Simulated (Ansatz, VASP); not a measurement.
One calculation of SiC, two programs

```
CELL_PARAMETERS angstrom
0.00000 2.17805 2.15627
2.17805 0.00000 2.15627
2.17805 2.17805 0.00000
ATOMIC_POSITIONS crystal
Si 0.00000 0.00000 0.00000
C 0.25000 0.25000 0.25000
```

Change from the starting cell: uniaxial_z strain -1.0%.

Alike in both runs: task single point; functional r2SCAN; k mesh 10 × 10 × 10; no spin polarisation.

|  | VASP | Ansatz |
| --- | --- | --- |
| version | VASP 6.6.1 | Ansatz 0.2.0 |
| potentials or method | VASP PAW PBE potentials, release 64 (Si, C) | plane waves, PAW |
| plane-wave cutoff (eV) | 520 | 500 |
| occupations | gaussian, width 0.01 eV | fixed |
| valence electrons in the cell | 8 | 8 |

VASP gave:

* gap on the k mesh at the Fermi level (eV): 1.61
* pressure (GPa): 2.2
* traceless stress, the component that is largest in VASP (GPa): 1.85

Task: Estimate Ansatz's values.

Result: gap on the k mesh at the Fermi level (eV): 1.60; pressure (GPa): 2.4; traceless stress, the component that is largest in VASP (GPa): 1.84.

VASP's potentials were made for PBE, not for r2SCAN.
